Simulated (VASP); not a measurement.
# GaCo (Pm-3m) in VASP: a series of runs, part 2 of 2

VASP 6.6.1. The steps go on from the part before.

### 3 Single point, PBE, collinear spin, ferromagnetic start (11.62 Å³/atom)

This run uses another cell than the first one, of 11.62 Å³/atom.

Input file INCAR:

```
PREC = Accurate ; ENCUT = 520
EDIFF = 1E-6 ; ISMEAR = -1
SIGMA = 0.03 ; LREAL = F
LASPH = T ; NELM = 150
ALGO = Normal ; ISIF = 2
LWAVE = F ; LCHARG = F
ISPIN = 2 ; MAGMOM = 0 2
LORBIT = 11 ; LMAXMIX = 4
GGA = PE ; NBANDS = 22
```

Input file KPOINTS:

```
regular mesh
0
Gamma
  11 11 11
```

Input file POSCAR:

```
GaCo
1.0
    2.8539757866      0.0000000000      0.0000000000
    0.0000000000      2.8539757866      0.0000000000
    0.0000000000      0.0000000000      2.8539757866
Ga Co
1 1
Direct
    0.5000000000      0.5000000000      0.5000000000
    0.0000000000      0.0000000000      0.0000000000
```

Potentials or basis: VASP PAW PBE potentials, release 64 (Ga_d, Co).

The run is started by

```sh
cat potpaw_PBE.64/Ga_d/POTCAR potpaw_PBE.64/Co/POTCAR > POTCAR
mpirun -np 1 vasp_std > vasp.out
```

OUTCAR:

```text
PREC = Accurate
   ENCUT = 520
   EDIFF = 1E-6
   ISMEAR = -1
   LREAL = F
   LASPH = T
   NELM = 150
   ISIF = 2
   ISPIN = 2
   LORBIT = 11
   GGA = PE

 ion  position               nearest neighbor table
   1  0.500  0.500  0.500-   2 2.47   2 2.47   2 2.47   2 2.47   2 2.47   2 2.47   2 2.47   2 2.47

   2  0.000  0.000  0.000-   1 2.47   1 2.47   1 2.47   1 2.47   1 2.47   1 2.47   1 2.47   1 2.47

  LATTYP: Found a simple cubic cell.
 ALAT       =     2.8539757866

  Lattice vectors:

 A1 = (   2.8539757866,   0.0000000000,   0.0000000000)
 A2 = (   0.0000000000,   2.8539757866,   0.0000000000)
 A3 = (   0.0000000000,   0.0000000000,   2.8539757866)

Analysis of symmetry for initial positions (statically):
=====================================================================
 Subroutine PRICEL returns:
 Original cell was already a primitive cell.

 Routine SETGRP: Setting up the symmetry group for a
 simple cubic supercell.

 Subroutine GETGRP returns: Found 48 space group operations
 (whereof 48 operations were pure point group operations)
 out of a pool of 48 trial point group operations.

The static configuration has the point symmetry O_h .

Analysis of symmetry for dynamics (positions and initial velocities):
=====================================================================
 Subroutine PRICEL returns:
 Original cell was already a primitive cell.

 Routine SETGRP: Setting up the symmetry group for a
 simple cubic supercell.

 Subroutine GETGRP returns: Found 48 space group operations
 (whereof 48 operations were pure point group operations)
 out of a pool of 48 trial point group operations.

The dynamic configuration has the point symmetry O_h .

Analysis of structural, dynamic, and magnetic symmetry:
=====================================================================
 Subroutine PRICEL returns:
 Original cell was already a primitive cell.

[... 149 lines left out ...]
  ext. energy  EPLUGINS =         0.00000000
  ---------------------------------------------------
  free energy    TOTEN  =       -10.46812021 eV

  energy without entropy =      -10.46466217  energy(sigma->0) =      -10.46639119

 E-fermi :  10.1528     XC(G=0): -13.3359

 val. band max:       10.0883934558   @ k =   0.4545   0.3636   0.0000
 cond. band min:      10.1724699686   @ k =   0.4545   0.3636   0.0909
 fundamental gap:      0.0840765128
 Fermi energy:        10.1528142110

 spin component 1

 k-point     1 :       0.0000    0.0000    0.0000
  band No.  band energies     occupation
      1      -5.0919      1.00000
      2      -5.0919      1.00000
      3      -4.7201      1.00000
      4      -4.7201      1.00000
      5      -4.7201      1.00000
      6      -2.1559      1.00000
[... 589 lines left out ...]
     21      31.0722      0.00000
     22      33.5212      0.00000

 [... further k-points ...]

 spin component 2

 k-point     1 :       0.0000    0.0000    0.0000
  band No.  band energies     occupation
      1      -5.0919      1.00000
      2      -5.0919      1.00000
      3      -4.7201      1.00000
      4      -4.7201      1.00000
      5      -4.7201      1.00000
      6      -2.1559      1.00000
[... 589 lines left out ...]
     21      31.0722      0.00000
     22      33.5212      0.00000

 [... further k-points ...]

------------------------ aborting loop because EDIFF is reached ----------------------------------------

  FORCE on cell =-STRESS in cart. coord.  units (eV):
  Direction    XX          YY          ZZ          XY          YZ          ZX
  --------------------------------------------------------------------------------------
  -------------------------------------------------------------------------------------
  Total        0.8282444      0.8282444      0.8282444      0.0000000      0.0000000     -0.0000000
  in kB       57.0845023     57.0845023     57.0845023      0.0000000      0.0000000     -0.0000000
  external PRESSURE =      57.0845023 kB  Pullay stress =       0.0000000 kB

 VOLUME and BASIS-vectors are now :
 -----------------------------------------------------------------------------
  energy-cutoff  :      520.00
  volume of cell :       23.25
      direct lattice vectors                 reciprocal lattice vectors
     2.853975787  0.000000000  0.000000000     0.350388397  0.000000000  0.000000000
     0.000000000  2.853975787  0.000000000     0.000000000  0.350388397  0.000000000
     0.000000000  0.000000000  2.853975787     0.000000000  0.000000000  0.350388397

 POSITION                                       TOTAL-FORCE (eV/Angst)
 -----------------------------------------------------------------------------------
      1.42699      1.42699      1.42699         0.000000      0.000000      0.000000
      0.00000      0.00000      0.00000         0.000000      0.000000      0.000000
 -----------------------------------------------------------------------------------
    total drift:                                0.000000      0.000000     -0.000000

  FREE ENERGIE OF THE ION-ELECTRON SYSTEM (eV)
  ---------------------------------------------------
  free  energy   TOTEN  =       -10.4681202141 eV

  energy  without entropy=      -10.4646621653  energy(sigma->0) =      -10.46639119

 total charge

# of ion       s       p       d       tot
------------------------------------------
    1        0.851   0.912  10.062  11.825
    2        0.396   0.474   7.532   8.402
--------------------------------------------------
tot          1.246   1.387  17.594  20.227

 magnetization (x)

# of ion       s       p       d       tot
------------------------------------------
    1       -0.000  -0.000  -0.000  -0.000
    2        0.000  -0.000   0.001   0.001
--------------------------------------------------
tot         -0.000  -0.000   0.001   0.001
```

OSZICAR:

```text
N       E                     dE             d eps       ncg     rms          rms(c)
DAV:   1     0.116655767006E+03    0.11666E+03   -0.98061E+03  5626   0.182E+03
DAV:   2    -0.129890576646E+01   -0.11795E+03   -0.11072E+03  5036   0.318E+02
DAV:   3    -0.109528147327E+02   -0.96539E+01   -0.94982E+01  5612   0.778E+01
DAV:   4    -0.111179448684E+02   -0.16513E+00   -0.16503E+00  5820   0.103E+01
DAV:   5    -0.111239100280E+02   -0.59652E-02   -0.59649E-02  6690   0.179E+00    0.105E+01
DAV:   6    -0.121636378532E+02   -0.10397E+01   -0.14461E+01  5812   0.421E+01    0.110E+01
DAV:   7    -0.104821319453E+02    0.16815E+01   -0.58834E+00  5812   0.310E+01    0.249E+00
DAV:   8    -0.104701034932E+02    0.12028E-01   -0.14441E-01  6936   0.345E+00    0.974E-01
DAV:   9    -0.104681806896E+02    0.19228E-02   -0.18811E-02  6878   0.104E+00    0.539E-01
DAV:  10    -0.104677426120E+02    0.43808E-03   -0.47572E-03  7624   0.517E-01    0.180E-01
DAV:  11    -0.104679415968E+02   -0.19898E-03   -0.21002E-04  7596   0.129E-01    0.108E-01
DAV:  12    -0.104680386622E+02   -0.97065E-04   -0.24401E-04  7606   0.116E-01    0.561E-02
DAV:  13    -0.104680765615E+02   -0.37899E-04   -0.75533E-05  7714   0.678E-02    0.286E-02
DAV:  14    -0.104680886053E+02   -0.12044E-04   -0.15275E-05  6644   0.269E-02    0.226E-02
DAV:  15    -0.104681062750E+02   -0.17670E-04   -0.75102E-05  6326   0.574E-02    0.147E-02
DAV:  16    -0.104681182552E+02   -0.11980E-04   -0.17134E-04  6860   0.889E-02    0.306E-03
DAV:  17    -0.104681199771E+02   -0.17219E-05   -0.10499E-05  7360   0.193E-02    0.127E-03
DAV:  18    -0.104681202141E+02   -0.23701E-06   -0.11654E-06  2814   0.681E-03
   1 F= -.10468120E+02 E0= -.10466391E+02  d E =-.345805E-02  mag=    -0.0001
```

Run time: 80 s. Hardware: 1 thread of Intel Xeon 8259CL, shared host; peak memory 0.18 GiB.

What came out:

| Property | Result |
| --- | --- |
| Free energy | -10.4681 eV |
| Pressure | 5.7 GPa |
| Band gap on the k mesh | zero (filled and empty bands overlap) |
| Net moment | 0.00 μB per cell |
| Valence electrons inside the program's atomic spheres | Ga 11.82; Co 8.40 |

Levels at points of the mesh, in eV from the Fermi level:
Spin up:
```tsv
k point	band 9	band 10	band 11	band 12	band 13	band 14
(0.00, 0.00, 0.00)	-0.78	-0.78	-0.78	5.28	5.28	5.28
```
Spin down:
```
           k point  band 7  band 8  band 9  band 10  band 11  band 12  band 13  band 14  band 15  band 16
(0.00, 0.00, 0.00)   -2.66   -2.66   -0.78    -0.78    -0.78     5.28     5.28     5.28    11.20    11.20
```

Caveat: the cell stands under pressure.

### 4 Single point, PBE, collinear spin, ferromagnetic start

This run uses another cell than the first one, of 11.98 Å³/atom.

Input file INCAR:

```
SYSTEM = GaCo
ALGO = Normal
EDIFF = 1E-6
ENCUT = 520
GGA = PE
ISIF = 2
ISMEAR = -1
ISPIN = 2
LASPH = .True.
LCHARG = .False.
LMAXMIX = 4
LORBIT = 11
LREAL = .False.
LWAVE = .False.
MAGMOM = 0 2
NBANDS = 22
NELM = 150
PREC = Accurate
SIGMA = 0.03
```

Input file KPOINTS:

```
Automatic mesh
0
Gamma
  11 11 11
  0.5 0.5 0.5
```

Input file POSCAR:

```
GaCo
1.0
    2.8831000000      0.0000000000      0.0000000000
    0.0000000000      2.8831000000      0.0000000000
    0.0000000000      0.0000000000      2.8831000000
Ga Co
1 1
Direct
    0.5000000000      0.5000000000      0.5000000000
    0.0000000000      0.0000000000      0.0000000000
```

The run is started by

```sh
cat potpaw_PBE.64/Ga_d/POTCAR potpaw_PBE.64/Co/POTCAR > POTCAR
mpirun -np 1 vasp_std > vasp.out
```

Wall time 90 s (1 thread of Intel Xeon 8259CL, shared host); peak memory 0.18 GiB.

The run converged. Its results:

```
Free energy                                           : -10.4786 eV
Pressure                                              : 0.1 GPa
Net moment                                            : 0.13 μB per cell
Site moments                                          : Ga -0.01; Co +0.14 μB
Valence electrons inside the program's atomic spheres : Ga 11.78; Co 8.35
```

Levels at points of the mesh, in eV from the Fermi level:
Spin up:
```
           k point  band 8  band 9  band 10  band 11  band 12  band 13  band 14  band 15
(0.50, 0.50, 0.50)   -4.09   -0.33    -0.33     0.61     3.83     3.83     3.83     4.72
```
Spin down:
```
           k point  band 7  band 8  band 9  band 10  band 11  band 12  band 13  band 14  band 15  band 16
(0.50, 0.50, 0.50)   -4.05   -4.05   -0.08    -0.08     0.60     3.83     3.83     3.83     4.76     4.76
```

### 5 Single point, PBE, collinear spin, ferromagnetic start (12.34 Å³/atom)

This run uses another cell than the first one, of 12.34 Å³/atom.

Input file INCAR:

```
PREC     = Accurate       # precision mode
ENCUT    = 520            # plane-wave cutoff, eV
EDIFF    = 1E-7           # SCF threshold, eV
ISMEAR   = -1             # smearing method
SIGMA    = 0.03           # smearing width, eV
LREAL    = False          # projectors in reciprocal space
LASPH    = True           # aspherical terms in the spheres
NELM     = 150            # most SCF steps
ALGO     = Normal         # electronic algorithm
ISIF     = 2              # what is computed and relaxed
LWAVE    = False          # write WAVECAR
LCHARG   = False          # write CHGCAR
ISPIN    = 2              # spin polarisation
MAGMOM   = 0 2            # initial moments
LORBIT   = 11             # projections on sites
LMAXMIX  = 4              # l up to which the mixer works
GGA      = PE             # functional
NBANDS   = 22             # bands
```

Input file KPOINTS:

```
regular mesh
0
Gamma
  11 11 11
```

Input file POSCAR:

```
GaCo
1.0
    2.9116474011      0.0000000000      0.0000000000
    0.0000000000      2.9116474011      0.0000000000
    0.0000000000      0.0000000000      2.9116474011
Ga Co
1 1
Direct
    0.5000000000      0.5000000000      0.5000000000
    0.0000000000      0.0000000000      0.0000000000
```

The run is started by

```sh
cat potpaw_PBE.64/Ga_d/POTCAR potpaw_PBE.64/Co/POTCAR > POTCAR
mpirun -np 1 vasp_std > vasp.out
```

Run time: 2.5 min. Hardware: 1 thread of Intel Xeon 8259CL, shared host; peak memory 0.18 GiB.

It converged, with:

```yaml
Free_energy: -10.4688 eV
Pressure: -4.9 GPa
Net_moment: 0.04 μB per cell
Site_moments: Ga -0.00; Co +0.04 μB
Valence_electrons_inside_the_program's_atomic_spheres: Ga 11.73; Co 8.29
```

Levels at points of the mesh, in eV from the Fermi level:
Spin up:
| k point | band 7 | band 8 | band 9 | band 10 | band 11 | band 12 | band 13 | band 14 | band 15 | band 16 |
| --- | --- | --- | --- | --- | --- | --- | --- | --- | --- | --- |
| (0.00, 0.00, 0.00) | -2.46 | -2.46 | -0.72 | -0.72 | -0.72 | 5.08 | 5.08 | 5.08 | 10.81 | 10.81 |
Spin down:
| k point | band 9 | band 10 | band 11 | band 12 | band 13 | band 14 |
| --- | --- | --- | --- | --- | --- | --- |
| (0.00, 0.00, 0.00) | -0.69 | -0.69 | -0.69 | 5.08 | 5.08 | 5.08 |

Caveat: the cell stands under tension.
